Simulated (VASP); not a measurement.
Sb:

```
Sb
1.0
    -3.97554    3.97554    1.99811
     3.97554   -3.97554    1.99811
     3.97554    3.97554   -1.99811
Sb
4
Direct
  0.65126 0.15126 0.80253
  0.15126 0.34874 0.50000
  0.34874 0.84874 0.19747
  0.84874 0.65126 0.50000
```

Base run:

- Program: VASP 6.6.1
- Functional: PBE
- Potentials or basis: VASP PAW PBE potentials, release 64 (Sb)
- Cutoff: 520 eV
- k mesh: 7 × 7 × 7
- Occupations: fermi-dirac, width 0.05 eV
- Spin: no spin polarisation

Its results: band gap on the k mesh zero (band 10 reaches 7.17 eV, above the bottom of band 11 at 5.60 eV); pressure 4.0 GPa; largest force 0.063 eV/Å.

Task: The run is repeated on the same cell with these changes: functional from PBE to r2SCAN. What comes out?

Result: Band gap on the k mesh zero (band 10 reaches 7.11 eV, above the bottom of band 11 at 5.43 eV); pressure 3.1 GPa; largest force 0.122 eV/Å.

Caveats: spin-orbit coupling is left out, which moves the levels of the heavy elements; the PAW data sets were made with another functional, which shifts forces and pressure a little (some runs).
